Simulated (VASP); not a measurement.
## CdGa2O3: single point with PBE

Crystal: CdGa2O3.

```xyz
6
Lattice="2.9833 1.7224 2.7536 -2.9833 1.7224 2.7536 0.0000 -3.4448 2.7536" Properties=species:S:1:pos:R:3 pbc="T T T"
Cd    0.0000    0.0000    0.0000
Ga    0.0000    0.0000    5.6198
Ga    0.0000    0.0000    2.6409
O    -1.4916    0.8612    1.3768
O     1.4916    0.8612    1.3768
O     0.0000   -1.7224    1.3768
```

| Quantity | Value |
| --- | --- |
| Program | VASP 6.6.1 |
| Task | single point |
| Functional | PBE |
| Potentials or basis | VASP PAW PBE potentials, release 64 (Cd, Ga_d, O) |
| Cutoff | 520 eV |
| k mesh | 6 × 6 × 6 |
| Occupations | gaussian, width 0.1 eV |
| Spin | collinear spin, ferromagnetic start |
| Starting moments | [0.0, 0.0, 0.0, 1.0, 1.0, 1.0] μB |

The pressure is 1.2 GPa. The largest force is 0.078 eV/Å and the band gap on the k mesh is zero (filled and empty bands overlap). The net moment is 0.00 μB per cell and the valence electrons inside the program's atomic spheres are Cd 10.40; Ga 11.35; O 4.94.

Forces in eV/Å, atoms in the order of the input:
```
Cd   0.000  0.000  0.000
Ga   0.000  0.000 -0.078
Ga   0.000  0.000  0.078
O    0.000  0.000  0.000
O    0.000  0.000  0.000
O    0.000  0.000  0.000
```

Stress tensor (GPa, compression positive):
```
1.07 0.00 0.00
0.00 1.07 0.00
0.00 0.00 1.37
```

Levels at points of the mesh, in eV from the Fermi level:
Spin up:
```
           k point  band 26  band 27  band 28  band 29  band 30  band 31
(0.00, 0.00, 0.00)    -1.61    -1.61    -1.34     2.87     3.07     3.53
(0.50, 0.00, 0.00)    -1.65    -1.51    -0.55    -0.28     4.43     5.61
(0.50, 0.50, 0.00)    -1.18    -0.71     0.16     0.69     3.43     5.14
(0.50, 0.50, 0.50)    -0.88     0.16     0.16     2.31     3.00     5.26
```
Spin down:
| k point | band 25 | band 26 | band 27 | band 28 | band 29 | band 30 | band 31 | band 32 |
| --- | --- | --- | --- | --- | --- | --- | --- | --- |
| (0.00, 0.00, 0.00) | -2.63 | -1.61 | -1.61 | -1.34 | 2.87 | 3.07 | 3.53 | 3.53 |
| (0.50, 0.00, 0.00) | -2.19 | -1.65 | -1.51 | -0.55 | -0.28 | 4.43 | 5.61 | 5.79 |
| (0.50, 0.50, 0.00) | -2.29 | -1.18 | -0.71 | 0.16 | 0.69 | 3.43 | 5.14 | 5.57 |
| (0.50, 0.50, 0.50) | -1.65 | -0.88 | 0.16 | 0.16 | 2.31 | 3.00 | 5.26 | 5.26 |

Run time: 4.1 min on 1 thread of Oxide Virtual Turin-like Processor, on a shared host, peak memory 0.31 GiB.
